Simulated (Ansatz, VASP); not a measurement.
Ta2SiO3: VASP beside Ansatz

```xyz
12
Lattice="-2.9218 0.0000 0.0000 1.4609 -3.5402 3.5104 0.0000 7.0805 7.0208" Properties=species:S:1:pos:R:3 pbc="T T T"
Ta    0.0000    1.5051    3.3115
Ta   -1.4609    5.0454    6.8219
Ta    0.0000   -1.5051    3.3115
Ta   -1.4609    2.0351    6.8219
Si    0.0000    0.0000    5.7444
Si   -1.4609    3.5402    9.2548
O    -1.4609   -2.0595    4.6719
O     0.0000    1.4807    8.1823
O    -1.4609    2.0595    4.6719
O     0.0000    5.5997    8.1823
O    -1.4609    0.0000    2.8607
O     0.0000    3.5402    6.3711
```

Alike in both runs: task single point; functional PBE; k mesh 8 × 8 × 2; occupations gaussian, width 0.2 eV; no spin polarisation.

```csv
,VASP,Ansatz
version,VASP 6.6.1,Ansatz 0.2.0
potentials or method,"VASP PAW PBE potentials, release 64 (Ta_pv, Si, O), cutoff 520 eV","scalar-relativistic, plane waves, PAW"
valence electrons in the cell,88,96
```

VASP gave:

- gap on the k mesh at the Fermi level (eV): none
- pressure (GPa): 0.5
- traceless stress, the component that is largest in VASP (GPa): 0.36
- rms of the force components (eV/Å): 0.018

Question: Estimate Ansatz's values.

Answer: gap on the k mesh at the Fermi level (eV): none; pressure (GPa): 0.0; traceless stress, the component that is largest in VASP (GPa): 0.19; rms of the force components (eV/Å): 0.011.

Atom by atom the forces differ by 0.017 eV/Å (rms over components). A gap of «none» marks a metal or a gap that the smearing closes. VASP's potentials hold 88 valence electrons a cell and Ansatz's 96, so a difference there can come from the potentials and not from the codes.

Neither program's run includes spin-orbit coupling.
